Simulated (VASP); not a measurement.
Set up this calculation in VASP 6.6.1, as the native input.

- Task: relaxation of the atoms
- Functional: PBE
- Potentials or basis: VASP PAW PBE potentials, release 64 (N)
- Cutoff: 520 eV
- k mesh: 1 × 1 × 1
- Occupations: gaussian, width 0.01 eV
- Spin: no spin polarisation
- Dipole correction: no
- Further INCAR settings: ALGO = Normal; EDIFF = 1e-06; IBRION = 2; EDIFFG = -0.005; NSW = 60

The structure of N2 lies in POSCAR:

```
N
1.0
   13.0000000000      0.0000000000      0.0000000000
    0.0000000000     13.3000000000      0.0000000000
    0.0000000000      0.0000000000     13.6000000000
N
2
Direct
    0.4573076923      0.5000000000      0.5000000000
    0.5426923077      0.5000000000      0.5000000000
```

One way to write it, as run:

INCAR

```
SYSTEM = N
  PREC = Accurate
  ENCUT = 520
  EDIFF = 1E-6
  ISMEAR = 0
  SIGMA = 0.01
  LREAL = .FALSE.
  LASPH = .TRUE.
  NELM = 80
  ALGO = Normal
  ISIF = 2
  LWAVE = .FALSE.
  LCHARG = .FALSE.
  GGA = PE
  IBRION = 2
  NSW = 60
  EDIFFG = -0.005
```

KPOINTS

```
regular mesh
0
G
  1 1 1
  0 0 0
```

Potentials or basis: VASP PAW PBE potentials, release 64 (N).

The run is started by

```bash
$ cat potpaw_PBE.64/N/POTCAR > POTCAR
$ mpirun -np 1 vasp_gam > vasp.out
```

Results of the run:

The energy gained by relaxing is 0.4 meV/atom, the ionic steps are 3 and the gap between the frontier levels is 8.06 eV.

Caveat: the standard files for N, O and F lose accuracy on very short bonds.

Run time: 11 min on 1 thread of AMD EPYC 7R13, with other jobs on the host, peak memory 1.4 GiB.
